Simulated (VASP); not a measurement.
# Si2F3 (R-3c) in VASP: single point with PBE

Aim: the single point of Si2F3 with PBE.

Everything below comes from runs of VASP 6.6.1. Logs are shortened: lines on timing, memory, paths and dates and some standing lists are left out, and cuts for length are marked.

## (1) The cell of the first run

It takes space group R-3c (No. 167, trigonal). The conventional cell has a = 5.419 Å, b = 5.419 Å, c = 14.796 Å, α = 90.00°, β = 90.00°, γ = 120.00°. Within 2.8 Å of Si (site symmetry 3) lie 6 F at 2.11 to 2.25 Å. F (site symmetry 2) has 4 Si at 2.11 to 2.25 Å and 12 F at 2.87 to 3.26 Å within 3.3 Å.

## (2) Single point, PBE

Contents of INCAR:

```
PREC = Accurate
ENCUT = 520
EDIFF = 1E-6
ISMEAR = 0
SIGMA = 0.1
LREAL = False
LASPH = True
NELM = 60
ALGO = Normal
ISIF = 2
LWAVE = False
LCHARG = False
GGA = PE
NBANDS = 40
```

Contents of KPOINTS:

```
Automatic mesh
0
Gamma
  6 6 6
```

Contents of POSCAR:

```
Si2F3
1.0
    2.7097326597      1.5644648805      4.9321203628
   -2.7097326597      1.5644648805      4.9321203628
    0.0000000000     -3.1289297611      4.9321203628
Si F
4 6
Direct
    0.8521800000      0.8521800000      0.8521800000
    0.6478200000      0.6478200000      0.6478200000
    0.1478200000      0.1478200000      0.1478200000
    0.3521800000      0.3521800000      0.3521800000
    0.0562500000      0.4437500000      0.7500000000
    0.7500000000      0.0562500000      0.4437500000
    0.4437500000      0.7500000000      0.0562500000
    0.9437500000      0.5562500000      0.2500000000
    0.2500000000      0.9437500000      0.5562500000
    0.5562500000      0.2500000000      0.9437500000
```

Potentials or basis: VASP PAW PBE potentials, release 64 (Si, F).

The run is started by

```console
cat potpaw_PBE.64/Si/POTCAR potpaw_PBE.64/F/POTCAR > POTCAR
mpirun -np 1 vasp_std > vasp.out
```

OUTCAR:

```text
PREC = Accurate
   ENCUT = 520
   EDIFF = 1E-6
   ISMEAR = 0
   LREAL = False
   LASPH = True
   NELM = 60
   ISIF = 2
   GGA = PE

 ion  position               nearest neighbor table
   1  0.852  0.852  0.852-  10 2.11   9 2.11   8 2.11   5 2.25   7 2.25   6 2.25   2 3.02
   2  0.648  0.648  0.648-   9 2.11  10 2.11   8 2.11   5 2.25   6 2.25   7 2.25   1 3.02
   3  0.148  0.148  0.148-   7 2.11   6 2.11   5 2.11   8 2.25  10 2.25   9 2.25   4 3.02
   4  0.352  0.352  0.352-   6 2.11   7 2.11   5 2.11   8 2.25   9 2.25  10 2.25   3 3.02
   5  0.056  0.444  0.750-   3 2.11   4 2.11   1 2.25   2 2.25
   6  0.750  0.056  0.444-   4 2.11   3 2.11   2 2.25   1 2.25
   7  0.444  0.750  0.056-   3 2.11   4 2.11   1 2.25   2 2.25
   8  0.944  0.556  0.250-   1 2.11   2 2.11   3 2.25   4 2.25
   9  0.250  0.944  0.556-   2 2.11   1 2.11   4 2.25   3 2.25
  10  0.556  0.250  0.944-   1 2.11   2 2.11   3 2.25   4 2.25

  LATTYP: Found a trigonal (rhomboedric) cell.
 ALAT       =     5.8408914322
 COS(alpha) =     0.5695481095

  Lattice vectors:

 A1 = (   2.7097326597,   1.5644648805,   4.9321203628)
 A2 = (  -2.7097326597,   1.5644648805,   4.9321203628)
 A3 = (   0.0000000000,  -3.1289297611,   4.9321203628)

Analysis of symmetry for initial positions (statically):
=====================================================================
 Subroutine PRICEL returns:
 Original cell was already a primitive cell.

 Routine SETGRP: Setting up the symmetry group for a
 trigonal (rhombohedral) supercell.

 Subroutine GETGRP returns: Found 12 space group operations
 (whereof  6 operations were pure point group operations)
 out of a pool of 12 trial point group operations.

The static configuration has the point symmetry S_6 .
 The point group associated with its full space group is D_3d.

Analysis of symmetry for dynamics (positions and initial velocities):
=====================================================================
 Subroutine PRICEL returns:
 Original cell was already a primitive cell.

 Routine SETGRP: Setting up the symmetry group for a
 trigonal (rhombohedral) supercell.

 Subroutine GETGRP returns: Found 12 space group operations
 (whereof  6 operations were pure point group operations)
 out of a pool of 12 trial point group operations.

The dynamic configuration has the point symmetry S_6 .
 The point group associated with its full space group is D_3d.

 Subroutine INISYM returns: Found 12 space group operations
 (whereof  6 operations are pure point group operations),
[... 115 lines left out ...]
   NSW    =      0    number of steps for IOM
   IBRION =     -1    ionic relax: 0-MD 1-quasi-New 2-CG
   NFREE  =      0    steps in history (QN), initial steepest desc. (CG)
   ISIF   =      2    stress and relaxation
   ISYM   =      2    0-nonsym 1-usesym 2-fastsym
   POTIM  = 0.5000    time-step for ionic-motion
   TEBEG  =    0.0;   TEEND  =   0.0 temperature during run
   PSTRESS=    0.0 pullay stress
   NELECT =      58.0000    total number of electrons
   NUPDOWN=      -1.0000    fix difference up-down
   EMIN   =  10.00;   EMAX   =-10.00  energy-range for DOS
   EFERMI =   0.00;   METHOD = LEGACY
   ISMEAR =     0;   SIGMA  =   0.10  broadening in eV -4-tet -1-fermi 0-gaus
   EFERMI_NEDOS =   21; number of points for ismear=-14 and -15
   IALGO  =     38    algorithm
   IMIX   =      4    mixing-type and parameters
     AMIX     =   0.40;   BMIX     =  1.00
     AMIX_MAG =   1.60;   BMIX_MAG =  1.00
  volume/ion in A,a.u.               =      12.55        84.66
  Fermi-wavevector in a.u.,A,eV,Ry     =   1.265878  2.392162 21.802608  1.602446
  Thomas-Fermi vector in A             =   2.399108
   LORBIT       =      0    0 simple, 1 ext, 2 COOP (PROOUT), +10 PAW based schemes
   GGA     = PE    functional components
   LHFCALC =     F    Hartree Fock is set to
   AEXX    =    0.0000 exact exchange contribution
   IVDW    =     0    specifies the selected vdW correction
   LEPSILON=     F    determine dielectric tensor
   LRPA    =     F    only Hartree local field effects (RPA)
 non-spin polarized calculation
 Gauss-broadening in eV      SIGMA  =   0.10
  energy-cutoff  :      520.00
  volume of cell :      125.45
 maximum number of plane-waves:      3392
 NGX is ok and might be reduce to    48
   NGX = 21   NGY = 21   NGZ = 21

 number of electron      57.9999992 magnetization

 Free energy of the ion-electron system (eV)
  ---------------------------------------------------
  ext. energy  EPLUGINS =         0.00000000
  ---------------------------------------------------
  free energy    TOTEN  =       -39.93737981 eV

  energy without entropy =      -39.91264234  energy(sigma->0) =      -39.92501107

 E-fermi :   7.3852     XC(G=0): -10.1392

 val. band max:        7.3651734120   @ k =  -0.1667   0.5000   0.1667
 cond. band min:       7.3967819180   @ k =  -0.3333   0.1667  -0.0000
 fundamental gap:      0.0316085060
 Fermi energy:         7.3852141457

 k-point     1 :       0.0000    0.0000    0.0000
  band No.  band energies     occupation
      1     -20.1553      2.00000
      2     -19.6187      2.00000
      3     -19.5699      2.00000
      4     -19.5699      2.00000
      5     -19.4817      2.00000
      6     -19.4817      2.00000
[... 1021 lines left out ...]
     39      10.8303      0.00000
     40      11.3632      0.00000

 [... further k-points ...]
[... 5 lines left out ...]
  --------------------------------------------------------------------------------------
  -------------------------------------------------------------------------------------
  Total       22.3066638     22.3066638     17.8530673     -0.0000000     -0.0000000     -0.0000000
  in kB      284.8839768    284.8839768    228.0059829     -0.0000000     -0.0000000     -0.0000000
  external PRESSURE =     265.9246455 kB  Pullay stress =       0.0000000 kB

 VOLUME and BASIS-vectors are now :
 -----------------------------------------------------------------------------
  energy-cutoff  :      520.00
  volume of cell :      125.45
      direct lattice vectors                 reciprocal lattice vectors
     2.709732660  1.564464881  4.932120363     0.184520048  0.106532699  0.067584185
    -2.709732660  1.564464881  4.932120363    -0.184520048  0.106532699  0.067584185
     0.000000000 -3.128929761  4.932120363     0.000000000 -0.213065399  0.067584185

 POSITION                                       TOTAL-FORCE (eV/Angst)
 -----------------------------------------------------------------------------------
      0.00000     -0.00000     12.60916        -0.000000     -0.000000      0.314699
      0.00000     -0.00000      9.58538        -0.000000      0.000000     -0.314699
      0.00000     -0.00000      2.18720        -0.000000      0.000000     -0.314699
      0.00000     -0.00000      5.21098        -0.000000     -0.000000      0.314699
     -1.05002     -1.56446      6.16515         0.559959      0.000000     -0.000000
      1.87988     -0.12711      6.16515        -0.279979      0.484938      0.000000
     -0.82986      1.69158      6.16515        -0.279979     -0.484938      0.000000
      1.05002      1.56446      8.63121        -0.559959      0.000000      0.000000
     -1.87988      0.12711      8.63121         0.279979     -0.484938      0.000000
      0.82986     -1.69158      8.63121         0.279979      0.484938      0.000000
 -----------------------------------------------------------------------------------
    total drift:                               -0.000000     -0.000000      0.000000

  FREE ENERGIE OF THE ION-ELECTRON SYSTEM (eV)
  ---------------------------------------------------
  free  energy   TOTEN  =       -39.9373798083 eV

  energy  without entropy=      -39.9126423395  energy(sigma->0) =      -39.92501107
```

OSZICAR:

```text
N       E                     dE             d eps       ncg     rms          rms(c)
DAV:   1     0.335416363761E+03    0.33542E+03   -0.31129E+04  2568   0.136E+03
DAV:   2    -0.194985302038E+02   -0.35491E+03   -0.34040E+03  3184   0.298E+02
DAV:   3    -0.424151324124E+02   -0.22917E+02   -0.22588E+02  3160   0.740E+01
DAV:   4    -0.426831713915E+02   -0.26804E+00   -0.26703E+00  2736   0.857E+00
DAV:   5    -0.426867599986E+02   -0.35886E-02   -0.35867E-02  3080   0.844E-01    0.113E+01
DAV:   6    -0.399712162547E+02    0.27155E+01   -0.11847E+01  2624   0.218E+01    0.507E+00
DAV:   7    -0.399414282402E+02    0.29788E-01   -0.56876E-01  2624   0.462E+00    0.213E+00
DAV:   8    -0.399368003336E+02    0.46279E-02   -0.48334E-02  2936   0.156E+00    0.581E-01
DAV:   9    -0.399369556560E+02   -0.15532E-03   -0.83699E-03  3168   0.563E-01    0.107E-01
DAV:  10    -0.399373716379E+02   -0.41598E-03   -0.74123E-04  2600   0.172E-01    0.324E-02
DAV:  11    -0.399373767246E+02   -0.50867E-05   -0.10355E-04  3008   0.611E-02    0.124E-02
DAV:  12    -0.399373799832E+02   -0.32586E-05   -0.87964E-06  2672   0.149E-02    0.775E-03
DAV:  13    -0.399373798083E+02    0.17495E-06   -0.48152E-06  2616   0.135E-02
   1 F= -.39937380E+02 E0= -.39925011E+02  d E =-.247375E-01
```

stdout:

```text
POSCAR found type information on POSCAR SiF
 POSCAR found :  2 types and      10 ions
 scaLAPACK will be used
 LDA part: xc-table for (Slater+PW92), standard interpolation
 POSCAR, INCAR and KPOINTS ok, starting setup
 FFT: planning ... GRIDC
 FFT: planning ... GRID_SOFT
 FFT: planning ... GRID
 WAVECAR not read
 entering main loop
```

Wall time 3.9 min (1 thread of Intel Xeon Platinum 8488C (Sapphire Rapids), shared host); peak memory 0.36 GiB.

Results:

- Free energy: -39.9374 eV
- Pressure: 26.6 GPa
- Largest force: 0.560 eV/Å
- Band gap on the k mesh: zero (bands 29 and 30 overlap by 1.26 eV)

Forces on the atoms (eV/Å):
```
Si   0.000  0.000  0.315
Si   0.000  0.000 -0.315
Si   0.000  0.000 -0.315
Si   0.000  0.000  0.315
F    0.560  0.000  0.000
F   -0.280  0.485  0.000
F   -0.280 -0.485  0.000
F   -0.560  0.000  0.000
F    0.280 -0.485  0.000
F    0.280  0.485  0.000
```

Caveat: the stress differs along the axes, from 23 to 28 GPa.

The gap in the log of VASP goes by the Fermi energy; the results here count the filled bands.